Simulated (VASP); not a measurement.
# Sb (P6_3/mmc) in VASP: further runs

The runs below take Sb through relaxation of cell and atoms, with PBE.

Program: VASP 6.6.1. These are calculated values, not measurements. Logs are shortened: lines on timing, memory, paths and dates and some standing lists are left out, and cuts for length are marked.

### Step 1. The cell of the first run

Symmetry: P6_3/mmc, No. 194, hexagonal system. The conventional cell has a = 3.008 Å, b = 3.008 Å, c = 4.873 Å, α = 90.00°, β = 90.00°, γ = 120.00°. Within 3.9 Å of Sb (site symmetry -6m2) lie 12 Sb at 2.99 to 3.01 Å.

This isn't the form of Sb at room conditions, which is rhombohedral.

### Step 2. Relaxation of cell and atoms, PBE, target pressure 49 GPa, at which the enthalpy is minimised

Contents of INCAR:

```
SYSTEM = Sb
PREC     = Accurate       ! precision mode
ENCUT    = 600            ! plane-wave cutoff, eV
EDIFF    = 1E-6           ! SCF threshold, eV
ISMEAR   = -1             ! smearing method
SIGMA    = 0.08           ! smearing width, eV
LREAL    = .FALSE.        ! projectors in reciprocal space
LASPH    = .TRUE.         ! aspherical terms in the spheres
NELM     = 60             ! most SCF steps
ALGO     = Normal         ! electronic algorithm
ISIF     = 3              ! what is computed and relaxed
LWAVE    = .FALSE.        ! write WAVECAR
LCHARG   = .FALSE.        ! write CHGCAR
GGA      = PE             ! functional
IBRION   = 2              ! ionic algorithm
NSW      = 60             ! ionic steps
EDIFFG   = -0.005         ! ionic threshold
PSTRESS  = 490.0
```

Contents of KPOINTS:

```
Automatic mesh
0
G
  15 15 8
  0 0 0
```

Contents of POSCAR:

```
Sb
1.0
    3.0080663598      0.0000000000      0.0000000000
   -1.5040331799      2.6050618839      0.0000000000
    0.0000000000      0.0000000000      4.8730675030
Sb
2
Direct
    0.3333333333      0.6666666667      0.2500000000
    0.6666666667      0.3333333333      0.7500000000
```

Potentials or basis: VASP PAW PBE potentials, release 64 (Sb).

On the command line:

```
cat potpaw_PBE.64/Sb/POTCAR > POTCAR
mpirun -np 1 vasp_std > vasp.out
```

OUTCAR:

```text
SYSTEM = Sb
   PREC = Accurate
   ENCUT = 600
   EDIFF = 1E-6
   ISMEAR = -1
   LREAL = .FALSE.
   LASPH = .TRUE.
   NELM = 60
   ISIF = 3
   GGA = PE
   IBRION = 2
   NSW = 60
   EDIFFG = -0.005
   PSTRESS = 490.0

 ion  position               nearest neighbor table
   1  0.333  0.667  0.250-   2 2.99   2 2.99   2 2.99   2 2.99   2 2.99   2 2.99
   2  0.667  0.333  0.750-   1 2.99   1 2.99   1 2.99   1 2.99   1 2.99   1 2.99

  LATTYP: Found a hexagonal cell.
 ALAT       =     3.0080663598
 C/A-ratio  =     1.6200000000

  Lattice vectors:

 A1 = (   3.0080663598,   0.0000000000,   0.0000000000)
 A2 = (  -1.5040331799,   2.6050618839,   0.0000000000)
 A3 = (   0.0000000000,   0.0000000000,   4.8730675030)

Analysis of symmetry for initial positions (statically):
=====================================================================
 Subroutine PRICEL returns:
 Original cell was already a primitive cell.

 Routine SETGRP: Setting up the symmetry group for a
 hexagonal supercell.

 Subroutine GETGRP returns: Found 24 space group operations
 (whereof 12 operations were pure point group operations)
 out of a pool of 24 trial point group operations.

The static configuration has the point symmetry D_3d.
 The point group associated with its full space group is D_6h.

Analysis of symmetry for dynamics (positions and initial velocities):
=====================================================================
 Subroutine PRICEL returns:
 Original cell was already a primitive cell.

 Routine SETGRP: Setting up the symmetry group for a
 hexagonal supercell.

 Subroutine GETGRP returns: Found 24 space group operations
 (whereof 12 operations were pure point group operations)
 out of a pool of 24 trial point group operations.

The dynamic configuration has the point symmetry D_3d.
 The point group associated with its full space group is D_6h.

 Subroutine INISYM returns: Found 24 space group operations
 (whereof 12 operations are pure point group operations),
 and found     1 'primitive' translations

----------------------------------------------------------------------------------------

                                     Primitive cell

  volume of cell :      38.1863

  direct lattice vectors                    reciprocal lattice vectors
     3.008066360  0.000000000  0.000000000     0.332439475  0.191934020  0.000000000
[... 98 lines left out ...]
   NUPDOWN=      -1.0000    fix difference up-down
   EMIN   =  10.00;   EMAX   =-10.00  energy-range for DOS
   EFERMI =   0.00;   METHOD = LEGACY
   ISMEAR =    -1;   SIGMA  =   0.08  broadening in eV -4-tet -1-fermi 0-gaus
   EFERMI_NEDOS =   21; number of points for ismear=-14 and -15
   IALGO  =     38    algorithm
   IMIX   =      4    mixing-type and parameters
     AMIX     =   0.40;   BMIX     =  1.00
     AMIX_MAG =   1.60;   BMIX_MAG =  1.00
  volume/ion in A,a.u.               =      19.09       128.85
  Fermi-wavevector in a.u.,A,eV,Ry     =   1.047383  1.979267 14.925744  1.097011
  Thomas-Fermi vector in A             =   2.182261
   LORBIT       =      0    0 simple, 1 ext, 2 COOP (PROOUT), +10 PAW based schemes
   GGA     = PE    functional components
   LHFCALC =     F    Hartree Fock is set to
   AEXX    =    0.0000 exact exchange contribution
   IVDW    =     0    specifies the selected vdW correction
   LEPSILON=     F    determine dielectric tensor
   LRPA    =     F    only Hartree local field effects (RPA)
 conjugate gradient relaxation of ions
 non-spin polarized calculation
  energy-cutoff  :      600.00
  volume of cell :       38.19
 maximum number of plane-waves:      1300
   NGX = 13   NGY = 13   NGZ = 19

--------------------------------------- Ionic step        1  -------------------------------------------

 number of electron      10.0000000 magnetization

 Free energy of the ion-electron system (eV)
  ---------------------------------------------------
  ext. energy  EPLUGINS =         0.00000000
  ---------------------------------------------------
  free energy    TOTEN  =        -5.91260259 eV

  energy without entropy =       -5.88540943  energy(sigma->0) =       -5.89900601

------------------------ aborting loop because EDIFF is reached ----------------------------------------

  FORCE on cell =-STRESS in cart. coord.  units (eV):
  Direction    XX          YY          ZZ          XY          YZ          ZX
  --------------------------------------------------------------------------------------
  -------------------------------------------------------------------------------------
  Total       11.6164454     11.6164454     12.1773109     -0.0000000      0.0000000      0.0000000
  in kB      487.3892592    487.3892592    510.9213965     -0.0000000      0.0000000      0.0000000
  external PRESSURE =       5.2333050 kB  Pullay stress =     490.0000000 kB
[... 253 lines left out ...]
--------------------------------------- Ionic step        8  -------------------------------------------

 number of electron      10.0000001 magnetization

 Free energy of the ion-electron system (eV)
  ---------------------------------------------------
  ext. energy  EPLUGINS =         0.00000000
  ---------------------------------------------------
  free energy    TOTEN  =        -5.94301831 eV

  energy without entropy =       -5.92050223  energy(sigma->0) =       -5.93176027

 E-fermi :  13.8410     XC(G=0): -11.7938

 val. band max:       13.8179678151   @ k =   0.2667   0.2667   0.0000
 cond. band min:      13.8440192550   @ k =   0.2667   0.1333   0.1250
 fundamental gap:      0.0260514399
 Fermi energy:        13.8410141890

 k-point     1 :       0.0000    0.0000    0.0000
  band No.  band energies     occupation
      1      -2.4170      2.00000
      2       3.4870      2.00000
      3       5.3697      2.00000
      4      19.2238      0.00000
      5      19.2238      0.00000
      6      21.4789      0.00000
      7      21.4789      0.00000
      8      21.9511      0.00000
      9      22.8949      0.00000
[... 265 lines left out ...]
 k-point    24 :       0.4000    0.2000    0.0000
  band No.  band energies     occupation
      1       3.7128      2.00000
      2       4.8384      2.00000
      3       8.9648      2.00000
      4      10.4606      2.00000
      5      10.7405      2.00000
      6      11.1201      2.00000
      7      13.1331      1.99971
      8      15.0382      0.00000
      9      17.9006      0.00000

 [... further k-points ...]

------------------------ aborting loop because EDIFF is reached ----------------------------------------

  FORCE on cell =-STRESS in cart. coord.  units (eV):
  Direction    XX          YY          ZZ          XY          YZ          ZX
  --------------------------------------------------------------------------------------
  -------------------------------------------------------------------------------------
  Total       11.7016539     11.7016539     11.7075537      0.0000000     -0.0000000      0.0000000
  in kB      489.8187854    489.8187854    490.0657465      0.0000000     -0.0000000      0.0000000
  external PRESSURE =      -0.0988943 kB  Pullay stress =     490.0000000 kB
[... 21 lines left out ...]
  energy  without entropy=       -5.9205022318  energy(sigma->0) =       -5.93176027

  enthalpy is  TOTEN    =         5.7629647364 eV   P V=       11.7059830499

 reached required accuracy - stopping structural energy minimisation
```

CONTCAR:

```text
Sb
   1.00000000000000
     2.9968068605532387    0.0000000000000000   -0.0000000000000000
    -1.4984034302766194    2.5953108715627922    0.0000000000000000
     0.0000000000000000   -0.0000000000000000    4.9212366884643641
  Sb
     2
Direct
     0.3333333332999970    0.6666666667000030    0.2500000000000000
     0.6666666667000030    0.3333333332999970    0.7500000000000000

  0.00000000E+00  0.00000000E+00  0.00000000E+00
  0.00000000E+00  0.00000000E+00  0.00000000E+00
```

Wall time 3 min (1 thread of Intel Xeon 8259CL, shared host); peak memory 0.2 GiB.

What came out:

| Item | Value |
| --- | --- |
| Free energy | -5.9430 eV |
| Relaxed volume | 19.14 Å³/atom |
| Relaxed cell | a = 2.997 Å, b = 2.997 Å, c = 4.921 Å, α = 90.00°, β = 90.00°, γ = 120.00° |
| Space group after relaxing (to 0.1 Å) | P6_3/mmc (No. 194) |
| Energy change on relaxing (the run minimises the enthalpy) | -15.2 meV/atom |
| Ionic steps | 8 |
| Pressure after relaxing | 49.0 GPa |
| Band gap on the k mesh | zero (bands 5 and 6 overlap by 11.60 eV) |

The path:
```tsv
step	energy change (eV)	largest force (eV/Å)	pressure (GPa)	volume (Å³)
1	0.0000	0.0000	49.52	38.19
2	-0.1068	0.0000	47.34	38.53
3	-0.0752	0.0000	47.99	38.42
4	-0.0028	0.0000	49.61	38.19
5	-0.0402	0.0000	48.79	38.31
6	-0.0409	0.0000	48.77	38.31
7	-0.0217	0.0000	49.17	38.25
8	-0.0304	0.0000	48.99	38.28
```

Final structure:
```
Sb
1.0
     2.99681    0.00000    0.00000
    -1.49840    2.59531    0.00000
     0.00000    0.00000    4.92124
Sb
2
Cartesian
  0.0000 1.7302 1.2303
  1.4984 0.8651 3.6909
```

Caveat: the cell is relaxed towards a set pressure, so the run minimises the enthalpy, not the energy; spin-orbit coupling is left out, which moves the levels of the heavy elements.

### Step 3. Relaxation of cell and atoms, PBE, target pressure 49 GPa, at which the enthalpy is minimised

Contents of INCAR:

```
SYSTEM = Sb
PREC = Accurate ; ENCUT = 600
EDIFF = 1E-7 ; ISMEAR = -1
SIGMA = 0.08 ; LREAL = .FALSE.
LASPH = .TRUE. ; NELM = 60
ALGO = Normal ; ISIF = 3
LWAVE = .FALSE. ; LCHARG = .FALSE.
GGA = PE ; IBRION = 2
NSW = 32 ; EDIFFG = -0.005
PSTRESS = 490.0
```

Contents of KPOINTS:

```
regular mesh
0
G
  15 15 8
  0 0 0
```

Contents of POSCAR:

```
Sb
1.0
    2.9948976351      0.0000000000      0.0000000000
   -1.4974488176      2.5936574337      0.0000000000
    0.0000000000      0.0000000000      4.9204608050
Sb
2
Direct
    0.3333333333      0.6666666667      0.2500000000
    0.6666666667      0.3333333333      0.7500000000
```

Potentials or basis: VASP PAW PBE potentials, release 64 (Sb).

On the command line:

```
cat potpaw_PBE.64/Sb/POTCAR > POTCAR
mpirun -np 1 vasp_std > vasp.out
```

Run time: 89 s. Hardware: 1 thread of Intel Xeon 8259CL, shared host; peak memory 0.2 GiB.

It converged, with:

```
Free energy                                                : -5.9419 eV
Relaxed volume                                             : 19.14 Å³/atom
Relaxed cell                                               : a = 2.996 Å, b = 2.996 Å, c = 4.922 Å, α = 90.00°, β = 90.00°, γ = 120.00°
Space group after relaxing (to 0.1 Å)                      : P6_3/mmc (No. 194)
Energy change on relaxing (the run minimises the enthalpy) : -7.9 meV/atom
Ionic steps                                                : 3
Pressure after relaxing                                    : 49.0 GPa
Band gap on the k mesh                                     : zero (bands 5 and 6 overlap by 11.61 eV)
```

The path:
```csv
step,energy change (eV),largest force (eV/Å),pressure (GPa),volume (Å³)
1,0.0000,0.0000,49.35,38.22
2,-0.0704,0.0000,47.85,38.45
3,-0.0157,0.0000,49.01,38.27
```

Final structure:
```
Sb
1.0
     2.99637    0.00000    0.00000
    -1.49818    2.59493    0.00000
     0.00000    0.00000    4.92223
Sb
2
Direct
  0.33333 0.66667 0.25000
  0.66667 0.33333 0.75000
```

Levels at points of the mesh, in eV from the Fermi level:
```tsv
k point	band 3	band 4	band 5	band 6	band 7	band 8
(0.00, 0.00, 0.00)	-8.47	5.39	5.39	7.64	7.64	8.10
(0.00, 0.00, 0.50)	-0.96	-0.96	6.65	6.65	6.65	6.65
```

Caveat: the cell is relaxed towards a set pressure, so the run minimises the enthalpy, not the energy; spin-orbit coupling is left out, which moves the levels of the heavy elements.

The gap in the log of VASP goes by the Fermi energy; the results here count the filled bands.